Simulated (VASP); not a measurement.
# HgTe (F-43m) in VASP: a series of runs, part 2 of 2

VASP 6.6.1.

## 3. Single point, r2SCAN

This run uses another cell than the first one, of 35.21 Å³/atom.

File POSCAR:

```
HgTe
1.0
    0.0000000000      3.2775454177      3.2775454177
    3.2775454177      0.0000000000      3.2775454177
    3.2775454177      3.2775454177      0.0000000000
Hg Te
1 1
Direct
    0.0000000000      0.0000000000      0.0000000000
    0.7500000000      0.7500000000      0.7500000000
```

File INCAR.step1:

```
SYSTEM = HgTe
ALGO = Normal
EDIFF = 1E-4
ENCUT = 520
GGA = PE
ISMEAR = -1
LASPH = .True.
LCHARG = .False.
LREAL = .False.
LWAVE = .True.
NBANDS = 16
NELM = 100
PREC = Accurate
SIGMA = 0.05
```

File INCAR.step2:

```
SYSTEM = HgTe
ALGO = Normal
EDIFF = 1E-6
ENCUT = 520
ISIF = 2
ISMEAR = -1
ISTART = 1
LASPH = .True.
LCHARG = .True.
LELF = .True.
LMIXTAU = .True.
LREAL = .False.
LVHAR = .True.
LWAVE = .False.
METAGGA = R2SCAN
NBANDS = 16
NELM = 100
PREC = Accurate
SIGMA = 0.05
```

File KPOINTS:

```
k-points
0
Gamma
  7 7 7
  0 0 0
```

Potentials or basis: VASP PAW PBE potentials, release 64 (Hg, Te).

Run with:

```console
$ cat potpaw_PBE.64/Hg/POTCAR potpaw_PBE.64/Te/POTCAR > POTCAR
$ cp INCAR.step1 INCAR
$ mpirun -np 1 vasp_std > vasp.out
$ cp INCAR.step2 INCAR
$ mpirun -np 1 vasp_std > vasp.out
```

OUTCAR:

```text
SYSTEM = HgTe
   EDIFF = 1E-6
   ENCUT = 520
   ISIF = 2
   ISMEAR = -1
   ISTART = 1
   LASPH = .True.
   LREAL = .False.
   METAGGA = R2SCAN
   NELM = 100
   PREC = Accurate

 ion  position               nearest neighbor table
   1  0.000  0.000  0.000-   2 2.84   2 2.84   2 2.84   2 2.84
   2  0.750  0.750  0.750-   1 2.84   1 2.84   1 2.84   1 2.84

  LATTYP: Found a face centered cubic cell.
 ALAT       =     6.5550908354

  Lattice vectors:

 A1 = (   0.0000000000,   3.2775454177,   3.2775454177)
 A2 = (   3.2775454177,   0.0000000000,   3.2775454177)
 A3 = (   3.2775454177,   3.2775454177,   0.0000000000)

Analysis of symmetry for initial positions (statically):
=====================================================================
 Subroutine PRICEL returns:
 Original cell was already a primitive cell.

 Routine SETGRP: Setting up the symmetry group for a
 face centered cubic supercell.

 Subroutine GETGRP returns: Found 24 space group operations
 (whereof 24 operations were pure point group operations)
 out of a pool of 48 trial point group operations.

The static configuration has the point symmetry T_d .

Analysis of symmetry for dynamics (positions and initial velocities):
=====================================================================
 Subroutine PRICEL returns:
 Original cell was already a primitive cell.

 Routine SETGRP: Setting up the symmetry group for a
 face centered cubic supercell.

 Subroutine GETGRP returns: Found 24 space group operations
 (whereof 24 operations were pure point group operations)
 out of a pool of 48 trial point group operations.

The dynamic configuration has the point symmetry T_d .

 Subroutine INISYM returns: Found 24 space group operations
 (whereof 24 operations are pure point group operations),
 and found     1 'primitive' translations

----------------------------------------------------------------------------------------

                                     Primitive cell

  volume of cell :      70.4168

  direct lattice vectors                    reciprocal lattice vectors
     0.000000000  3.277545418  3.277545418    -0.152553187  0.152553187  0.152553187
     3.277545418  0.000000000  3.277545418     0.152553187 -0.152553187  0.152553187
     3.277545418  3.277545418  0.000000000     0.152553187  0.152553187 -0.152553187

  length of vectors
     4.635149181  4.635149181  4.635149181     0.264229871  0.264229871  0.264229871

  position of ions in fractional coordinates (direct lattice)
     0.000000000  0.000000000  0.000000000
     0.750000000  0.750000000  0.750000000

  ion indices of the primitive-cell ions
   primitive index   ion index
                 1           1
                 2           2

----------------------------------------------------------------------------------------

 KPOINTS: k-points

Automatic generation of k-mesh.
 Grid dimensions read from file:
 generate k-points for:    7    7    7

 Generating k-lattice:

  Cartesian coordinates                     Fractional coordinates (reciprocal lattice)
    -0.021793312  0.021793312  0.021793312     0.142857143  0.000000000  0.000000000
     0.021793312 -0.021793312  0.021793312     0.000000000  0.142857143  0.000000000
     0.021793312  0.021793312 -0.021793312     0.000000000  0.000000000  0.142857143

  Length of vectors
     0.037747124  0.037747124  0.037747124

  Shift w.r.t. Gamma in fractional coordinates (k-lattice)
     0.000000000  0.000000000  0.000000000

 Subroutine IBZKPT returns following result:
 ===========================================

 Found     20 irreducible k-points:

 Following reciprocal coordinates:
            Coordinates               Weight
  0.000000  0.000000  0.000000      1.000000
  0.142857  0.000000  0.000000      8.000000
  0.285714  0.000000  0.000000      8.000000
  0.428571  0.000000  0.000000      8.000000
  0.142857  0.142857  0.000000      6.000000
  0.285714  0.142857  0.000000     24.000000
[... 12 lines left out ...]
 -0.428571  0.428571  0.142857     24.000000
 -0.285714  0.428571  0.142857     24.000000
   k-points           NKPTS =     20   k-points in BZ     NKDIM =     20   number of bands    NBANDS=     16
   number of dos      NEDOS =    301   number of ions     NIONS =      2
   total plane-waves  NPLWV =  46656
   dimension x,y,z NGX =    36 NGY =   36 NGZ =   36
   dimension x,y,z NGXF=    72 NGYF=   72 NGZF=   72
   ions per type =               1   1
   NGX,Y,Z   is equivalent  to a cutoff of  12.91, 12.91, 12.91 a.u.
   NGXF,Y,Z  is equivalent  to a cutoff of  25.82, 25.82, 25.82 a.u.
 SYSTEM =  HgTe
   PREC   = accura    normal or accurate (medium, high low for compatibility)
   ISTART =      1    job   : 0-new  1-cont  2-samecut
   ICHARG =      0    charge: 1-file 2-atom 10-const
   ISPIN  =      1    spin polarized calculation?
   LNONCOLLINEAR =      F non collinear calculations
   LSORBIT =      F    spin-orbit coupling
   LASPH  =      T    aspherical Exc in radial PAW
   ENCUT  =  520.0 eV  38.22 Ry    6.18 a.u.   8.62  8.62  8.62*2*pi/ulx,y,z
   NELM   =    100;   NELMIN=  2; NELMDL=  0     # of ELM steps
   EDIFF  = 0.1E-05   stopping-criterion for ELM
   LREAL  =      F    real-space projection
   EDIFFG = 0.1E-04   stopping-criterion for IOM
   NSW    =      0    number of steps for IOM
   IBRION =     -1    ionic relax: 0-MD 1-quasi-New 2-CG
   NFREE  =      0    steps in history (QN), initial steepest desc. (CG)
   ISIF   =      2    stress and relaxation
   ISYM   =      2    0-nonsym 1-usesym 2-fastsym
   POTIM  = 0.5000    time-step for ionic-motion
   TEBEG  =    0.0;   TEEND  =   0.0 temperature during run
   PSTRESS=    0.0 pullay stress
   NELECT =      18.0000    total number of electrons
   NUPDOWN=      -1.0000    fix difference up-down
   EMIN   =  10.00;   EMAX   =-10.00  energy-range for DOS
   EFERMI =   0.00;   METHOD = LEGACY
   ISMEAR =    -1;   SIGMA  =   0.05  broadening in eV -4-tet -1-fermi 0-gaus
   EFERMI_NEDOS =   21; number of points for ismear=-14 and -15
   IALGO  =     38    algorithm
   IMIX   =      4    mixing-type and parameters
     AMIX     =   0.40;   BMIX     =  1.00
     AMIX_MAG =   1.60;   BMIX_MAG =  1.00
  volume/ion in A,a.u.               =      35.21       237.60
  Fermi-wavevector in a.u.,A,eV,Ry     =   1.038979  1.963386 14.687193  1.079478
  Thomas-Fermi vector in A             =   2.173489
   LORBIT       =      0    0 simple, 1 ext, 2 COOP (PROOUT), +10 PAW based schemes
   METAGGA = R2SCAN    functional components
   LHFCALC =     F    Hartree Fock is set to
   AEXX    =    0.0000 exact exchange contribution
   IVDW    =     0    specifies the selected vdW correction
   LEPSILON=     F    determine dielectric tensor
   LRPA    =     F    only Hartree local field effects (RPA)
 non-spin polarized calculation
  energy-cutoff  :      520.00
  volume of cell :       70.42
 maximum number of plane-waves:      1917
   NGX = 17   NGY = 17   NGZ = 17

 number of electron      18.0000002 magnetization

 Free energy of the ion-electron system (eV)
  ---------------------------------------------------
  ext. energy  EPLUGINS =         0.00000000
  ---------------------------------------------------
  free energy    TOTEN  =       -75.15955735 eV

  energy without entropy =      -75.15881940  energy(sigma->0) =      -75.15918838

 E-fermi :   2.4724     XC(G=0):  -9.1153

 val. band max:        2.4288908886   @ k =   0.0000   0.0000   0.0000
 cond. band min:       3.3188720851   @ k =   0.1429   0.0000   0.0000
 fundamental gap:      0.8899811965
 Fermi energy:         2.4723948931

 k-point     1 :       0.0000    0.0000    0.0000
  band No.  band energies     occupation
      1      -9.6727      2.00000
      2      -4.9710      2.00000
      3      -4.9710      2.00000
      4      -4.9710      2.00000
      5      -4.4504      2.00000
      6      -4.4504      2.00000
[... 8 lines left out ...]
     15      12.4122      0.00000
     16      12.4122      0.00000
[... 343 lines left out ...]
 k-point    20 :      -0.2857    0.4286    0.1429
  band No.  band energies     occupation
      1      -8.9484      2.00000
      2      -4.7585      2.00000
      3      -4.7175      2.00000
      4      -4.5132      2.00000
      5      -4.4582      2.00000
      6      -3.9180      2.00000
[... 8 lines left out ...]
     15      12.9578      0.00000
     16      14.6443      0.00000

------------------------ aborting loop because EDIFF is reached ----------------------------------------

  FORCE on cell =-STRESS in cart. coord.  units (eV):
  Direction    XX          YY          ZZ          XY          YZ          ZX
  --------------------------------------------------------------------------------------
  -------------------------------------------------------------------------------------
  Total        0.1846499      0.1846499      0.1846499      0.0000000      0.0000000     -0.0000000
  in kB        4.2012991      4.2012991      4.2012991      0.0000000      0.0000000     -0.0000000
  external PRESSURE =       4.2012991 kB  Pullay stress =       0.0000000 kB

 VOLUME and BASIS-vectors are now :
 -----------------------------------------------------------------------------
  energy-cutoff  :      520.00
  volume of cell :       70.42
      direct lattice vectors                 reciprocal lattice vectors
     0.000000000  3.277545418  3.277545418    -0.152553187  0.152553187  0.152553187
     3.277545418  0.000000000  3.277545418     0.152553187 -0.152553187  0.152553187
     3.277545418  3.277545418  0.000000000     0.152553187  0.152553187 -0.152553187

 POSITION                                       TOTAL-FORCE (eV/Angst)
 -----------------------------------------------------------------------------------
      0.00000      0.00000      0.00000         0.000000      0.000000      0.000000
      4.91632      4.91632      4.91632        -0.000000     -0.000000     -0.000000
 -----------------------------------------------------------------------------------
    total drift:                               -0.000000     -0.000000     -0.000000

  FREE ENERGIE OF THE ION-ELECTRON SYSTEM (eV)
  ---------------------------------------------------
  free  energy   TOTEN  =       -75.1595573523 eV

  energy  without entropy=      -75.1588194027  energy(sigma->0) =      -75.15918838
```

Run time: 3 min. Hardware: 1 thread of Intel Xeon 8259CL, shared host; peak memory 0.22 GiB.

What came out:

```yaml
Free_energy: -75.1596 eV
Pressure: 0.4 GPa
Band_gap_on_the_k_mesh: zero (filled and empty bands touch)
```

Caveat: semilocal functionals underestimate gaps, and a narrow one can read as zero; the PAW data sets were made with another functional, which shifts forces and pressure a little; spin-orbit coupling is left out, which moves the levels of the heavy elements.

## 4. Single point, PBEsol, non-collinear spin, zero start, spin-orbit coupling

This run uses another cell than the first one, of 33.22 Å³/atom.

File INCAR:

```
SYSTEM = HgTe
ALGO     = Normal         ! electronic algorithm
EDIFF    = 1E-6           ! SCF threshold, eV
ENCUT    = 520            ! plane-wave cutoff, eV
GGA      = PS             ! functional
GGA_COMPAT= .FALSE.      
ISIF     = 2              ! what is computed and relaxed
ISMEAR   = -1             ! smearing method
LASPH    = .TRUE.         ! aspherical terms in the spheres
LCHARG   = .TRUE.         ! write CHGCAR
LORBIT   = 11             ! projections on sites
LORBMOM  = .TRUE.       
LREAL    = .FALSE.        ! projectors in reciprocal space
LSORBIT  = .TRUE.         ! spin-orbit coupling
LVHAR    = .TRUE.       
LWAVE    = .FALSE.        ! write WAVECAR
MAGMOM   = 0 0 0 0 0 0    ! initial moments
NBANDS   = 30             ! bands
NELM     = 150            ! most SCF steps
PREC     = Accurate       ! precision mode
SIGMA    = 0.05           ! smearing width, eV
```

File KPOINTS:

```
k-points
0
G
  7 7 7
  0 0 0
```

File POSCAR:

```
HgTe
1.0
    0.0000000000      3.2145000000      3.2145000000
    3.2145000000      0.0000000000      3.2145000000
    3.2145000000      3.2145000000      0.0000000000
Hg Te
1 1
Direct
    0.0000000000      0.0000000000      0.0000000000
    0.7500000000      0.7500000000      0.7500000000
```

Potentials or basis: VASP PAW PBE potentials, release 64 (Hg, Te).

Run with:

```console
$ cat potpaw_PBE.64/Hg/POTCAR potpaw_PBE.64/Te/POTCAR > POTCAR
$ mpirun -np 1 vasp_ncl > vasp.out
```

OUTCAR:

```text
SYSTEM = HgTe
   EDIFF = 1E-6
   ENCUT = 520
   GGA = PS
   ISIF = 2
   ISMEAR = -1
   LASPH = .TRUE.
   LORBIT = 11
   LREAL = .FALSE.
   LSORBIT = .TRUE.
   NELM = 150
   PREC = Accurate

 ion  position               nearest neighbor table
   1  0.000  0.000  0.000-   2 2.78   2 2.78   2 2.78   2 2.78
   2  0.750  0.750  0.750-   1 2.78   1 2.78   1 2.78   1 2.78

  LATTYP: Found a face centered cubic cell.
 ALAT       =     6.4290000000

  Lattice vectors:

 A1 = (   0.0000000000,   3.2145000000,   3.2145000000)
 A2 = (   3.2145000000,   0.0000000000,   3.2145000000)
 A3 = (   3.2145000000,   3.2145000000,   0.0000000000)

[... 1085 lines left out ...]
    -0.0000948    -0.0000237     0.0000000    -0.0000237     0.0000000
 l=   3
     0.0000000     0.0000000     0.0000000     0.0000000     0.0000000     0.0000000     0.0000000
     0.0000000     0.0000000     0.0000000     0.0000000     0.0000000     0.0000000     0.0000000
     0.0000000     0.0000000     0.0000000     0.0000000     0.0000000     0.0000000     0.0000000
     0.0000000     0.0000000     0.0000000     0.0000000     0.0000000     0.0000000     0.0000000
     0.0000000     0.0000000     0.0000000     0.0000000     0.0000000     0.0000000     0.0000000
     0.0000000     0.0000000     0.0000000     0.0000000     0.0000000     0.0000000     0.0000000
     0.0000000     0.0000000     0.0000000     0.0000000     0.0000000     0.0000000     0.0000000

 total charge

# of ion       s       p       d       tot
------------------------------------------
    1        0.754   0.447   9.349  10.551
    2        1.369   1.970   0.036   3.375
--------------------------------------------------
tot          2.123   2.417   9.385  13.926

 magnetization (x)

# of ion       s       p       d       tot
------------------------------------------
    1        0.000  -0.000   0.000  -0.000
    2       -0.000  -0.000  -0.000  -0.000
--------------------------------------------------
tot          0.000  -0.000  -0.000  -0.000

 magnetization (y)

# of ion       s       p       d       tot
------------------------------------------
    1        0.000   0.000   0.000   0.000
    2        0.000  -0.000  -0.000  -0.000
--------------------------------------------------
tot          0.000  -0.000  -0.000  -0.000

 magnetization (z)

# of ion       s       p       d       tot
------------------------------------------
    1        0.000  -0.000   0.000   0.000
    2       -0.000   0.000   0.000   0.000
--------------------------------------------------
tot          0.000   0.000   0.000   0.000
```

OSZICAR:

```text
N       E                     dE             d eps       ncg     rms          rms(c)
DAV:   1     0.115563226182E+03    0.11556E+03   -0.78494E+03  1800   0.105E+03
DAV:   2     0.517988809029E+00   -0.11505E+03   -0.10914E+03  2004   0.255E+02
DAV:   3    -0.493487826056E+01   -0.54529E+01   -0.54100E+01  2118   0.555E+01
DAV:   4    -0.500056440359E+01   -0.65686E-01   -0.65647E-01  2198   0.556E+00
DAV:   5    -0.500146749130E+01   -0.90309E-03   -0.90308E-03  2154   0.626E-01    0.970E+00
DAV:   6    -0.477272320846E+01    0.22874E+00   -0.44429E-01  1988   0.101E+01    0.723E+00
DAV:   7    -0.476459026372E+01    0.81329E-02   -0.14260E-01  1974   0.266E+00    0.322E+00
DAV:   8    -0.476225029112E+01    0.23400E-02   -0.10821E-02  2004   0.121E+00    0.124E+00
DAV:   9    -0.476199862731E+01    0.25166E-03   -0.87492E-04  1974   0.255E-01    0.355E-01
DAV:  10    -0.476198974413E+01    0.88832E-05   -0.39520E-04  2034   0.258E-01    0.891E-02
DAV:  11    -0.476198681826E+01    0.29259E-05   -0.37728E-05  1998   0.864E-02    0.274E-02
DAV:  12    -0.476199005376E+01   -0.32355E-05   -0.18055E-05  2156   0.403E-02    0.216E-02
DAV:  13    -0.476199003915E+01    0.14611E-07   -0.12181E-06  1764   0.913E-03
   1 F= -.47619900E+01 E0= -.47617168E+01  d E =-.546515E-03  mag=     0.0000     0.0000     0.0000
```

stdout:

```text
POSCAR found type information on POSCAR HgTe
 POSCAR found :  2 types and       2 ions
 scaLAPACK will be used
 -----------------------------------------------------------------------------
|                                                                             |
|                                                                             |
|     You enforced a specific xc type in the INCAR file but a different       |
|     I HOPE YOU KNOW WHAT YOU ARE DOING!                                     |
|                                                                             |
 -----------------------------------------------------------------------------

 LDA part: xc-table for (Slater+PW92), standard interpolation
 POSCAR, INCAR and KPOINTS ok, starting setup
 FFT: planning ... GRIDC
 FFT: planning ... GRID_SOFT
 FFT: planning ... GRID
 WAVECAR not read
 entering main loop
```

Run time: 5 min. Hardware: 1 thread of Intel Xeon 8259CL, shared host; peak memory 0.42 GiB.

What came out:

- Free energy: -4.7620 eV
- Pressure: 1.6 GPa
- Net moment: 0.00 μB per cell
- Valence electrons inside the program's atomic spheres: Hg 10.55; Te 3.38

Moments on the atoms (μB; x, y, z):
```
Hg  0.00 0.00 0.00
Te  0.00 0.00 0.00
```

Caveat: the PAW data sets were made with another functional, which shifts forces and pressure a little.

## 5. Single point, PBE, non-collinear spin, zero start, spin-orbit coupling

This run uses another cell than the first one, of 33.22 Å³/atom.

File INCAR:

```
SYSTEM = HgTe
  ALGO = Normal
  EDIFF = 1E-6
  ENCUT = 520
  GGA = PE
  GGA_COMPAT = .False.
  ISIF = 2
  ISMEAR = -1
  LASPH = .True.
  LCHARG = .False.
  LORBIT = 11
  LORBMOM = .True.
  LREAL = .False.
  LSORBIT = .True.
  LWAVE = .False.
  MAGMOM = 0 0 0 0 0 0
  NBANDS = 30
  NELM = 150
  PREC = Accurate
  SIGMA = 0.05
```

File KPOINTS:

```
k-points
0
Gamma
  7 7 7
  0 0 0
```

POSCAR is that of step 4.

Run with:

```console
$ cat potpaw_PBE.64/Hg/POTCAR potpaw_PBE.64/Te/POTCAR > POTCAR
$ mpirun -np 1 vasp_ncl > vasp.out
```

It took 4.5 min on 1 thread of Intel Xeon Platinum 8259CL at 2.50GHz (Skylake/Cascade Lake), shared host; peak memory 0.42 GiB.

Results (log left out):

| Item | Value |
| --- | --- |
| Free energy | -3.9555 eV |
| Pressure | 4.4 GPa |
| Net moment | 0.00 μB per cell |
| Valence electrons inside the program's atomic spheres | Hg 10.56; Te 3.39 |

Moments on the atoms (μB; x, y, z):
```
Hg  0.00 0.00 0.00
Te  0.00 0.00 0.00
```

Caveat: the cell stands under pressure.

## 6. Overview

```csv
level,spin,cell,gap on the mesh (eV),pressure (GPa),moment (μB)
r2SCAN,off,"a = 4.515 Å, angles 60.0°, 2 atoms",none,4.5,-
r2SCAN,off,"a = 4.635 Å, angles 60.0°, 2 atoms",none,0.4,-
PBEsol,"non-collinear, zero start, SOC","a = 4.546 Å, angles 60.0°, 2 atoms",-,1.6,0.00
PBE,"non-collinear, zero start, SOC","a = 4.546 Å, angles 60.0°, 2 atoms",-,4.4,0.00
```

Alike in all rows: task single point; potentials or basis VASP PAW PBE potentials, release 64 (Hg, Te); k mesh 7 × 7 × 7; cutoff (eV) 520; smearing fermi-dirac 0.05 eV.

Caveats: the PAW data sets were made with another functional, which shifts forces and pressure a little (at least some runs); the cell stands under pressure (at least some runs); semilocal functionals underestimate gaps, and a narrow one can read as zero (at least some runs); spin-orbit coupling is left out, which moves the levels of the heavy elements (at least some runs).

Total energies depend on the potentials used, so only differences within one code and one set of settings carry meaning.

The gap in the log of VASP goes by the Fermi energy; the results here count the filled bands.